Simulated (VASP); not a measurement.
# LiH (P6_3/mmc) in VASP: settings compared

The runs below take LiH through single point, with HSE06, LDA, PBEsol.

All numbers are computed with VASP 6.6.1; they aren't measurements. Logs are shortened: lines on timing, memory, paths and dates and some standing lists are left out, and cuts for length are marked.

**1. The cell of the first run**

Symmetry: P6_3/mmc, No. 194, hexagonal system. Conventional cell: a = 2.782 Å, b = 2.782 Å, c = 4.873 Å, α = 90.00°, β = 90.00°, γ = 120.00°. Li (site symmetry -3m) has 6 H at 2.02 Å and 8 Li at 2.44 to 2.78 Å within 2.8 Å. Within 2.8 Å of H (site symmetry -6m2) lie 6 Li at 2.02 Å and 6 H at 2.78 Å.

**2. Single point, HSE06**

File POSCAR:

```
LiH
1.0
    2.7815484418      0.0000000000      0.0000000000
   -1.3907742209      2.4088916124      0.0000000000
    0.0000000000      0.0000000000      4.8729606993
Li H
2 2
Direct
    0.0000000000      0.0000000000      0.0000000000
    0.0000000000      0.0000000000      0.5000000000
    0.3333333333      0.6666666667      0.2500000000
    0.6666666667      0.3333333333      0.7500000000
```

File INCAR.step1:

```
ALGO = Normal
EDIFF = 1E-5
ENCUT = 520
GGA = PE
ISIF = 2
ISMEAR = 0
LASPH = T
LREAL = F
LWAVE = T
NBANDS = 12
NELM = 60
PREC = Accurate
SIGMA = 0.01
```

File INCAR.step2:

```
ALGO = Normal
EDIFF = 1E-6
ENCUT = 520
GGA = PE
HFSCREEN = 0.2079
ISIF = 2
ISMEAR = 0
ISTART = 1
LASPH = T
LCHARG = T
LELF = T
LHFCALC = T
LREAL = F
LVHAR = T
LWAVE = F
NBANDS = 12
NELM = 60
PREC = Accurate
PRECFOCK = Normal
SIGMA = 0.01
```

File KPOINTS:

```
k-points
0
Gamma
  9 9 4
```

Potentials or basis: VASP PAW PBE potentials, release 64 (Li_sv, H).

Command:

```
$ cat potpaw_PBE.64/Li_sv/POTCAR potpaw_PBE.64/H/POTCAR > POTCAR
$ cp INCAR.step1 INCAR
$ mpirun -np 1 vasp_std > vasp.out
$ cp INCAR.step2 INCAR
$ mpirun -np 1 vasp_std > vasp.out
```

OUTCAR:

```text
EDIFF = 1E-6
   ENCUT = 520
   GGA = PE
   HFSCREEN = 0.2079
   ISIF = 2
   ISMEAR = 0
   ISTART = 1
   LASPH = T
   LHFCALC = T
   LREAL = F
   NELM = 60
   PREC = Accurate
   PRECFOCK = Normal

 ion  position               nearest neighbor table
   1  0.000  0.000  0.000-   2 2.44   2 2.44
   2  0.000  0.000  0.500-   1 2.44   1 2.44
   3  0.333  0.667  0.250-
   4  0.667  0.333  0.750-

  LATTYP: Found a hexagonal cell.
 ALAT       =     2.7815484418
 C/A-ratio  =     1.7518877709

  Lattice vectors:

 A1 = (   2.7815484418,   0.0000000000,   0.0000000000)
 A2 = (  -1.3907742209,   2.4088916124,   0.0000000000)
 A3 = (   0.0000000000,   0.0000000000,   4.8729606993)

Analysis of symmetry for initial positions (statically):
=====================================================================
 Subroutine PRICEL returns:
 Original cell was already a primitive cell.

 Routine SETGRP: Setting up the symmetry group for a
 hexagonal supercell.

 Subroutine GETGRP returns: Found 24 space group operations
 (whereof 12 operations were pure point group operations)
 out of a pool of 24 trial point group operations.

The static configuration has the point symmetry D_3d.
 The point group associated with its full space group is D_6h.

Analysis of symmetry for dynamics (positions and initial velocities):
=====================================================================
 Subroutine PRICEL returns:
 Original cell was already a primitive cell.

 Routine SETGRP: Setting up the symmetry group for a
 hexagonal supercell.

 Subroutine GETGRP returns: Found 24 space group operations
 (whereof 12 operations were pure point group operations)
 out of a pool of 24 trial point group operations.

The dynamic configuration has the point symmetry D_3d.
 The point group associated with its full space group is D_6h.

 Subroutine INISYM returns: Found 24 space group operations
 (whereof 12 operations are pure point group operations),
 and found     1 'primitive' translations

----------------------------------------------------------------------------------------

                                     Primitive cell

  volume of cell :      32.6510

  direct lattice vectors                    reciprocal lattice vectors
     2.781548442  0.000000000  0.000000000     0.359511984  0.207564341  0.000000000
    -1.390774221  2.408891612  0.000000000     0.000000000  0.415128682  0.000000000
     0.000000000  0.000000000  4.872960699     0.000000000  0.000000000  0.205214050

  length of vectors
     2.781548442  2.781548442  4.872960699     0.415128682  0.415128682  0.205214050

  position of ions in fractional coordinates (direct lattice)
     0.000000000  0.000000000  0.000000000
     0.000000000  0.000000000  0.500000000
     0.333333333  0.666666667  0.250000000
     0.666666667  0.333333333  0.750000000

  ion indices of the primitive-cell ions
   primitive index   ion index
                 1           1
                 2           2
                 3           3
                 4           4

----------------------------------------------------------------------------------------

 KPOINTS: k-points

Automatic generation of k-mesh.
 Grid dimensions read from file:
 generate k-points for:    9    9    4

 Generating k-lattice:

  Cartesian coordinates                     Fractional coordinates (reciprocal lattice)
     0.039945776  0.023062705  0.000000000     0.111111111  0.000000000  0.000000000
     0.000000000  0.046125409  0.000000000     0.000000000  0.111111111  0.000000000
     0.000000000  0.000000000  0.051303512     0.000000000  0.000000000  0.250000000

  Length of vectors
     0.046125409  0.046125409  0.051303512

  Shift w.r.t. Gamma in fractional coordinates (k-lattice)
     0.000000000  0.000000000  0.000000000

 Subroutine IBZKPT returns following result:
 ===========================================

 Found     36 irreducible k-points:

 Following reciprocal coordinates:
            Coordinates               Weight
  0.000000  0.000000  0.000000      1.000000
  0.111111 -0.000000  0.000000      6.000000
  0.222222 -0.000000  0.000000      6.000000
  0.333333 -0.000000  0.000000      6.000000
  0.444444 -0.000000  0.000000      6.000000
  0.111111  0.111111  0.000000      6.000000
[... 16 lines left out ...]
  0.333333  0.222222  0.250000     24.000000
  0.333333  0.333333  0.250000      4.000000
 [... further k-points ...]
   k-points           NKPTS =     36   k-points in BZ     NKDIM =    324   number of bands    NBANDS=     12
   number of dos      NEDOS =    301   number of ions     NIONS =      4
   total plane-waves  NPLWV =  20736
   dimension x,y,z NGX =    24 NGY =   24 NGZ =   36
   dimension x,y,z NGXF=    48 NGYF=   48 NGZF=   72
   ions per type =               2   2
   NGX,Y,Z   is equivalent  to a cutoff of  14.34, 14.34, 12.28 a.u.
   NGXF,Y,Z  is equivalent  to a cutoff of  28.69, 28.69, 24.56 a.u.
 SYSTEM =  unknown system
   PREC   = accura    normal or accurate (medium, high low for compatibility)
   ISTART =      1    job   : 0-new  1-cont  2-samecut
   ICHARG =      0    charge: 1-file 2-atom 10-const
   ISPIN  =      1    spin polarized calculation?
   LNONCOLLINEAR =      F non collinear calculations
   LSORBIT =      F    spin-orbit coupling
   LASPH  =      T    aspherical Exc in radial PAW
   ENCUT  =  520.0 eV  38.22 Ry    6.18 a.u.   5.17  5.17  9.06*2*pi/ulx,y,z
   NELM   =     60;   NELMIN=  2; NELMDL=  0     # of ELM steps
   EDIFF  = 0.1E-05   stopping-criterion for ELM
   LREAL  =      F    real-space projection
   EDIFFG = 0.1E-04   stopping-criterion for IOM
   NSW    =      0    number of steps for IOM
   IBRION =     -1    ionic relax: 0-MD 1-quasi-New 2-CG
   NFREE  =      0    steps in history (QN), initial steepest desc. (CG)
   ISIF   =      2    stress and relaxation
   ISYM   =      3    0-nonsym 1-usesym 2-fastsym
   POTIM  = 0.5000    time-step for ionic-motion
   TEBEG  =    0.0;   TEEND  =   0.0 temperature during run
   PSTRESS=    0.0 pullay stress
   NELECT =       8.0000    total number of electrons
   NUPDOWN=      -1.0000    fix difference up-down
   EMIN   =  10.00;   EMAX   =-10.00  energy-range for DOS
   EFERMI =   0.00;   METHOD = LEGACY
   ISMEAR =     0;   SIGMA  =   0.01  broadening in eV -4-tet -1-fermi 0-gaus
   EFERMI_NEDOS =   21; number of points for ismear=-14 and -15
   IALGO  =     38    algorithm
   IMIX   =      1    mixing-type and parameters
     AMIX     =   0.40;   BMIX     =  1.00
     AMIX_MAG =   1.60;   BMIX_MAG =  1.00
  volume/ion in A,a.u.               =       8.16        55.08
  Fermi-wavevector in a.u.,A,eV,Ry     =   1.024407  1.935849 14.278087  1.049410
  Thomas-Fermi vector in A             =   2.158192
   LORBIT       =      0    0 simple, 1 ext, 2 COOP (PROOUT), +10 PAW based schemes
   GGA     = PE    functional components
   LHFCALC =     T    Hartree Fock is set to
   PRECFOCK=normal    Normal, Fast or Accurate (Low or Medium for compatibility)
   ENCUT4O =  -1.0   cutoff for four orbital integrals eV
   NKREDX  =     1    reduce k-point grid by
   NKREDY  =     1    reduce k-point grid by
   NKREDZ  =     1    reduce k-point grid by
   AEXX    =    0.2500 exact exchange contribution
   HFSCREEN=    0.2079 screening length (either q_TF or 0.3 A-1)
   HFSCREENC=   0.2079 screening length for correlation (either q_TF or 0.3 A-1)
   ENCUTFOCK=  -1.0 apply spherical cutoff to Coloumb kernel
   IVDW    =     0    specifies the selected vdW correction
   LEPSILON=     F    determine dielectric tensor
   LRPA    =     F    only Hartree local field effects (RPA)
 non-spin polarized calculation
 Gauss-broadening in eV      SIGMA  =   0.01
  energy-cutoff  :      520.00
  volume of cell :       32.65
 maximum number of plane-waves:       895
 NGX is ok and might be reduce to    24
  NGX = 16; NGY = 16; NGZ = 28

 number of electron       8.0000007 magnetization

 Free energy of the ion-electron system (eV)
  ---------------------------------------------------
  ext. energy  EPLUGINS =         0.00000000
  ---------------------------------------------------
  free energy    TOTEN  =       -13.36083902 eV

  energy without entropy =      -13.36083902  energy(sigma->0) =      -13.36083902

 E-fermi :  -0.5780     XC(G=0):  -7.0845

 val. band max:       -0.8012057621   @ k =   0.4444   0.1111   0.0000
 cond. band min:       4.7195146881   @ k =   0.4444   0.1111   0.5000
 fundamental gap:      5.5207204503
 Fermi energy:        -0.5780182570

 k-point     1 :       0.0000    0.0000    0.0000
  band No.  band energies     occupation
      1     -48.1363      2.00000
      2     -48.0636      2.00000
      3      -6.6508      2.00000
      4      -4.0341      2.00000
      5       4.8484      0.00000
      6      15.3561      0.00000
      7      16.8269      0.00000
      8      17.1321      0.00000
      9      17.1321      0.00000
     10      17.4518      0.00000
     11      20.5817      0.00000
     12      20.5818      0.00000

 k-point     2 :       0.1111   -0.0000    0.0000
  band No.  band energies     occupation
      1     -48.1311      2.00000
      2     -48.0599      2.00000
      3      -6.4148      2.00000
      4      -3.7365      2.00000
      5       4.9621      0.00000
      6      13.1650      0.00000
      7      15.6590      0.00000
      8      15.8350      0.00000
      9      16.2330      0.00000
     10      17.7245      0.00000
     11      20.2147      0.00000
     12      20.4410      0.00000
[... 301 lines left out ...]
 k-point    23 :       0.3333    0.2222    0.2500
  band No.  band energies     occupation
      1     -48.0813      2.00000
      2     -48.0387      2.00000
      3      -2.5544      2.00000
      4      -1.1957      2.00000
      5       5.0852      0.00000
      6       6.2574      0.00000
      7       8.5303      0.00000
      8       8.9022      0.00000
      9      10.5897      0.00000
     10      13.1274      0.00000
     11      18.7104      0.00000
     12      19.4796      0.00000

 k-point    24 :       0.3333    0.3333    0.2500
  band No.  band energies     occupation
      1     -48.0789      2.00000
      2     -48.0367      2.00000
      3      -1.5741      2.00000
      4      -1.5741      2.00000
      5       5.7212      0.00000
      6       5.7212      0.00000
      7       7.6154      0.00000
      8       8.1646      0.00000
      9      11.3679      0.00000
     10      11.3680      0.00000
     11      19.3020      0.00000
     12      20.5358      0.00000

 [... further k-points ...]

------------------------ aborting loop because EDIFF is reached ----------------------------------------

  FORCE on cell =-STRESS in cart. coord.  units (eV):
  Direction    XX          YY          ZZ          XY          YZ          ZX
  --------------------------------------------------------------------------------------
  -------------------------------------------------------------------------------------
  Total       -0.1479427     -0.1479427     -0.1117465      0.0000000     -0.0000000      0.0000000
  in kB       -7.2595103     -7.2595103     -5.4833736      0.0000000     -0.0000000      0.0000000
  external PRESSURE =      -6.6674647 kB  Pullay stress =       0.0000000 kB

 VOLUME and BASIS-vectors are now :
 -----------------------------------------------------------------------------
  energy-cutoff  :      520.00
  volume of cell :       32.65
      direct lattice vectors                 reciprocal lattice vectors
     2.781548442  0.000000000  0.000000000     0.359511984  0.207564341  0.000000000
    -1.390774221  2.408891612  0.000000000     0.000000000  0.415128682  0.000000000
     0.000000000  0.000000000  4.872960699     0.000000000  0.000000000  0.205214050

 POSITION                                       TOTAL-FORCE (eV/Angst)
 -----------------------------------------------------------------------------------
      0.00000      0.00000      0.00000         0.000000      0.000000      0.000000
      0.00000      0.00000      2.43648        -0.000000      0.000000      0.000000
     -0.00000      1.60593      1.21824        -0.000000     -0.000000      0.000000
      1.39077      0.80296      3.65472         0.000000      0.000000     -0.000000
 -----------------------------------------------------------------------------------
    total drift:                               -0.000000      0.000000      0.000000

  FREE ENERGIE OF THE ION-ELECTRON SYSTEM (eV)
  ---------------------------------------------------
  free  energy   TOTEN  =       -13.3608390196 eV

  energy  without entropy=      -13.3608390196  energy(sigma->0) =      -13.36083902
```

Run time: 24 min. Hardware: 1 thread of Intel Xeon 8259CL, shared host; peak memory 0.27 GiB.

Results:

```yaml
Free_energy: -13.3608 eV
Band_gap_on_the_k_mesh: 5.52 eV (least direct gap 6.09 eV)
```

Levels at points of the mesh, in eV from the valence-band top:
```csv
k point,band 1,band 2,band 3,band 4,band 5,band 6,band 7,band 8
"(0.00, 0.00, 0.00)",-47.34,-47.26,-5.85,-3.23,5.65,16.16,17.63,17.93
"(0.00, 0.00, 0.50)",-47.30,-47.30,-4.80,-4.80,9.84,9.84,17.39,17.39
```

Caveat: the cutoff is under 1.25 times the usual one of these potentials, so pressure, stress and relaxed cells hold a basis-set (Pulay) error; the PAW data sets were made with another functional, which shifts forces and pressure a little.

**3. Single point, LDA**

This run uses another cell than the first one, of 7.60 Å³/atom.

File INCAR:

```
PREC = Accurate
ENCUT = 520
EDIFF = 1E-7
ISMEAR = -1
SIGMA = 0.02
LREAL = False
LASPH = True
NELM = 60
ALGO = Normal
ISIF = 2
LWAVE = False
LCHARG = False
NBANDS = 12
```

File KPOINTS:

```
regular mesh
0
Gamma
  12 12 6
```

File POSCAR:

```
LiH
1.0
    2.7112703861      0.0000000000      0.0000000000
   -1.3556351930      2.3480290309      0.0000000000
    0.0000000000      0.0000000000      4.7751587363
Li H
2 2
Direct
    0.0000000000      0.0000000000      0.0000000000
    0.0000000000      0.0000000000      0.5000000000
    0.3333333333      0.6666666667      0.2500000000
    0.6666666667      0.3333333333      0.7500000000
```

Potentials or basis: VASP PAW LDA potentials, release 64 (Li_sv, H).

Command:

```
$ cat potpaw_LDA.64/Li_sv/POTCAR potpaw_LDA.64/H/POTCAR > POTCAR
$ mpirun -np 1 vasp_std > vasp.out
```

It took 8.1 s on 1 thread of Intel Xeon 6975P-C (Granite Rapids), shared host; peak memory 0.13 GiB.

The run converged. Its results:

```yaml
Free_energy: -12.7729 eV
Band_gap_on_the_k_mesh: 4.13 eV (least direct gap 4.65 eV)
```

Levels at points of the mesh, in eV from the valence-band top:
```
           k point  band 1  band 2  band 3  band 4  band 5  band 6  band 7  band 8  band 9
(0.00, 0.00, 0.00)  -43.51  -43.42   -5.65   -3.40    4.44   15.10   16.59   16.59   16.65
(0.50, 0.00, 0.00)  -43.45  -43.37   -2.76    0.00    4.65    5.71    5.81   11.61   12.35
(0.00, 0.00, 0.50)  -43.46  -43.46   -4.74   -4.74    8.48    8.48   16.37   16.37   18.03
(0.50, 0.00, 0.50)  -43.41  -43.41   -1.57   -1.57    4.13    4.13   11.56   11.56   13.18
```

Caveat: the cutoff is under 1.25 times the usual one of these potentials, so pressure, stress and relaxed cells hold a basis-set (Pulay) error. A k mesh can miss the band edges.

**4. Single point, PBEsol**

This run uses another cell than the first one, of 8.02 Å³/atom.

File INCAR:

```
ALGO = Normal
EDIFF = 1E-7
ENCUT = 520
GGA = PS
ISIF = 2
ISMEAR = -1
LASPH = True
LCHARG = True
LELF = True
LREAL = False
LVHAR = True
LWAVE = False
NBANDS = 12
NELM = 80
PREC = Accurate
SIGMA = 0.02
```

File KPOINTS:

```
k-points
0
Gamma
  12 12 6
```

File POSCAR:

```
LiH
1.0
    2.7604204114      0.0000000000      0.0000000000
   -1.3802102057      2.3905942014      0.0000000000
    0.0000000000      0.0000000000      4.8606738963
Li H
2 2
Direct
    0.0000000000      0.0000000000      0.0000000000
    0.0000000000      0.0000000000      0.5000000000
    0.3333333333      0.6666666667      0.2500000000
    0.6666666667      0.3333333333      0.7500000000
```

Potentials or basis: VASP PAW PBE potentials, release 64 (Li_sv, H).

Command:

```
$ cat potpaw_PBE.64/Li_sv/POTCAR potpaw_PBE.64/H/POTCAR > POTCAR
$ mpirun -np 1 vasp_std > vasp.out
```

Run time: 10 s. Hardware: 1 thread of Intel Xeon 6975P-C (Granite Rapids), shared host; peak memory 0.16 GiB.

Results (log left out):

| Property | Result |
| --- | --- |
| Free energy | -12.0253 eV |
| Band gap on the k mesh | 4.17 eV (least direct gap 4.78 eV) |

Levels at points of the mesh, in eV from the valence-band top:
```csv
k point,band 1,band 2,band 3,band 4,band 5,band 6,band 7,band 8,band 9
"(0.00, 0.00, 0.00)",-43.77,-43.70,-5.43,-3.15,4.37,14.63,15.97,16.43,16.43
"(0.50, 0.00, 0.00)",-43.73,-43.66,-2.53,0.00,4.78,5.73,5.83,11.55,12.07
"(0.00, 0.00, 0.50)",-43.74,-43.74,-4.52,-4.52,8.35,8.35,15.82,15.82,17.81
"(0.50, 0.00, 0.50)",-43.69,-43.69,-1.42,-1.42,4.18,4.18,11.37,11.37,13.07
```

Caveat: the cutoff is under 1.25 times the usual one of these potentials, so pressure, stress and relaxed cells hold a basis-set (Pulay) error; the PAW data sets were made with another functional, which shifts forces and pressure a little. A k mesh can miss the band edges.

**5. Summary**

| level | potentials or basis | cell | k mesh | smearing | grid for exact exchange (PRECFOCK) | share of exact exchange | screening parameter | gap on the mesh (eV) |
| --- | --- | --- | --- | --- | --- | --- | --- | --- |
| HSE06 | VASP PAW PBE potentials, release 64 (Li_sv, H) | a = 2.782, b = 2.782, c = 4.873 Å, angles 90.0, 90.0, 120.0°, 4 atoms | 9 × 9 × 4 | gaussian 0.01 eV | Normal | 0.25 | 0.2079 1/Å | 5.52 |
| LDA | VASP PAW LDA potentials, release 64 (Li_sv, H) | a = 2.711, b = 2.711, c = 4.775 Å, angles 90.0, 90.0, 120.0°, 4 atoms | 12 × 12 × 6 | fermi-dirac 0.02 eV | - | - | - | 4.13 |
| PBEsol | VASP PAW PBE potentials, release 64 (Li_sv, H) | a = 2.760, b = 2.760, c = 4.861 Å, angles 90.0, 90.0, 120.0°, 4 atoms | 12 × 12 × 6 | fermi-dirac 0.02 eV | - | - | - | 4.17 |

Alike in all rows: task single point; no spin polarisation; cutoff (eV) 520.

Caveats: the cutoff is under 1.25 times the usual one of these potentials, so pressure, stress and relaxed cells hold a basis-set (Pulay) error; the PAW data sets were made with another functional, which shifts forces and pressure a little (at least some runs).

Total energies depend on the potentials used, so only differences within one code and one set of settings carry meaning.
